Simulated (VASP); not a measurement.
Runs of VASP 6.6.1 on RbCl. The structure is that of space group Fm-3m (No. 225), or close to it. The cells are those of the table. 

```tsv
cell	gap on the mesh (eV)	pressure (GPa)
a = 4.514 Å, angles 60.0°, 2 atoms	(b)	3.0
a = 4.826 Å, angles 60.0°, 2 atoms	4.67	-0.7
a = 4.752 Å, angles 60.0°, 2 atoms	(a)	-0.1
a = 4.596 Å, angles 60.0°, 2 atoms	5.12	(c)
```

Alike in all rows: task single point; level PBE; potentials or basis VASP PAW PBE potentials, release 64 (Rb_sv, Cl); no spin polarisation; k mesh 4 × 4 × 4; cutoff (eV) 500; smearing gaussian 0.01 eV.

Problem. Estimate the missing entries.

Solution. (a) 4.80; (b) 5.30; (c) 1.6.

Caveats: some runs use coarse meshes.

A k mesh can miss the band edges, and the runs leave out spin-orbit coupling on Rb.
